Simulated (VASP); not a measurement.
# SnSe2: single point with PBEsol

The system is SnSe2.

```
Sn Se
1.0
     3.74256    0.00000    0.00000
    -1.87128    3.24115    0.00000
     0.00000    0.00000    6.29446
Sn Se
1 2
Direct
  0.00000 0.00000 0.00000
  0.33333 0.66667 0.25594
  0.66667 0.33333 0.74406
```

This cell differs from its parent crystal: in-plane strain -0.02, then relaxed in part.

| Item | Value |
| --- | --- |
| Program | VASP 6.6.1 |
| Task | single point |
| Functional | PBEsol |
| Potentials or basis | VASP PAW PBE potentials, release 64 (Sn_d, Se) |
| Cutoff | 500 eV |
| k mesh | 8 × 8 × 4 |
| Occupations | gaussian, width 0.01 eV |
| Spin | no spin polarisation |

```json
{"Pressure": "1.8 GPa", "Largest force": "0.021 eV/Å", "Band gap on the k mesh": "0.48 eV (least direct gap 1.12 eV)"}
```

Forces on the atoms (eV/Å):
```
Sn   0.000  0.000  0.000
Se   0.000  0.000  0.021
Se   0.000  0.000 -0.021
```

Stress tensor (GPa, compression positive):
```
2.64 0.00 0.00
0.00 2.64 0.00
0.00 0.00 0.14
```

Levels at points of the mesh, in eV from the valence-band top:
```
           k point  band 11  band 12  band 13  band 14  band 15  band 16
(0.00, 0.00, 0.00)    -0.46    -0.23    -0.23     1.05     3.14     4.70
(0.50, 0.00, 0.00)    -2.50    -1.58    -0.33     1.07     3.58     5.03
(0.00, 0.00, 0.50)    -0.61    -0.07    -0.07     2.63     3.04     4.45
(0.50, 0.00, 0.50)    -2.30    -1.03    -0.73     0.48     3.77     4.47
```

It took 63 s on 1 thread of Intel Xeon 8259CL (shared host), peak memory 0.21 GiB.

Caveat: the cell differs from its parent crystal (in-plane strain -0.02, then relaxed in part); the PAW data sets were made with another functional, which shifts forces and pressure a little; spin-orbit coupling is left out, which moves the levels of the heavy elements; this functional lacks dispersion, which binds the layers, so the pressure and a relaxed spacing across them are unreliable. A k mesh can miss the band edges.
